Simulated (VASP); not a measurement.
A run of VASP 6.6.1 is set up as follows.

File INCAR:

```
SYSTEM = Se
PREC = Accurate
ENCUT = 520
EDIFF = 1E-7
ISMEAR = -1
SIGMA = 0.01
LREAL = .FALSE.
LASPH = .TRUE.
NELM = 80
ALGO = Normal
ISIF = 2
LWAVE = .FALSE.
LCHARG = .FALSE.
GGA = PE
NBANDS = 27
```

The input KPOINTS:

```
regular mesh
0
G
  6 6 6
  0 0 0
```

File POSCAR:

```
Se
1.0
    5.7047811459      3.3157134488      1.5211346333
   -5.6572185779      3.2589034502      1.4643246347
   -0.0254176180     -6.5524719491      1.4435307320
Se
6
Direct
    0.2806600000      0.1625100000      0.9181800000
    0.9181800000      0.2806600000      0.1625100000
    0.1625100000      0.9181800000      0.2806600000
    0.7193400000      0.8374900000      0.0818200000
    0.0818200000      0.7193400000      0.8374900000
    0.8374900000      0.0818200000      0.7193400000
```

Potentials or basis: VASP PAW PBE potentials, release 64 (Se).

Launch:

```sh
$ cat potpaw_PBE.64/Se/POTCAR > POTCAR
$ mpirun -np 1 vasp_std > vasp.out
```

Question: Estimate the band gap on the k mesh.

Answer: 1.16 eV, indirect (least direct gap 1.39 eV).

Question: What does it give for the largest force?

Answer: 0.588 eV/Å.

Question: Estimate the pressure.

Answer: 2.8 GPa.

Forces in eV/Å, atoms in the order of the input:
```
Se   0.005  0.362  0.288
Se  -0.467 -0.018  0.357
Se   0.116 -0.414  0.292
Se  -0.005 -0.362 -0.288
Se   0.467  0.018 -0.357
Se  -0.116  0.414 -0.292
```

Caveat: the cell differs from its parent crystal (equal xy, yz and zx shear strains of +1 %). A k mesh can miss the band edges.
